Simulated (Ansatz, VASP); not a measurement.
## One calculation of Al, two programs

```
Al
1.0
     8.10000    0.00000    0.00000
     0.00000    8.10000    0.00000
     0.00000    0.00000    8.10000
Al
31
Direct
  0.50000 0.00000 0.00000
  0.74762 0.25238 0.00000
  0.75130 0.00000 0.25130
  0.00000 0.00000 0.00000
  0.25238 0.25238 0.00000
  0.74762 0.74762 0.00000
  0.24870 0.00000 0.25130
  0.50000 0.25238 0.24762
  0.74762 0.50000 0.24762
  0.50000 0.00000 0.50000
  0.75130 0.24870 0.50000
  0.75130 0.00000 0.74870
  0.00000 0.50000 0.00000
  0.25238 0.74762 0.00000
  0.00000 0.24870 0.25130
  0.25238 0.50000 0.24762
  0.50000 0.74762 0.24762
  0.00000 0.00000 0.50000
  0.24870 0.24870 0.50000
  0.50000 0.50000 0.50000
  0.75130 0.75130 0.50000
  0.24870 0.00000 0.74870
  0.50000 0.25238 0.75238
  0.74762 0.50000 0.75238
  0.00000 0.75130 0.25130
  0.00000 0.50000 0.50000
  0.24870 0.75130 0.50000
  0.00000 0.24870 0.74870
  0.25238 0.50000 0.75238
  0.50000 0.74762 0.75238
  0.00000 0.75130 0.74870
```

Alike in both runs: functional PBE; k mesh 3 × 3 × 3; occupations gaussian, width 0.05 eV; no spin polarisation.

Ansatz relaxed the structure, and its values are those at the end. VASP's run is a single point on that final structure, the one shown.

|  | VASP | Ansatz |
| --- | --- | --- |
| version | VASP 6.6.1 | Ansatz 0.2.0 |
| potentials or method | VASP PAW PBE potentials, release 64 (Al), cutoff 520 eV | scalar-relativistic, plane waves, PAW |
| valence electrons in the cell | 93 | 93 |

```csv
,VASP,Ansatz,Ansatz less VASP
rms of the force components (eV/Å),0.015,0.019,+0.0034
```

With one functional, cell and mesh, what is left measures potentials, basis and numerics.
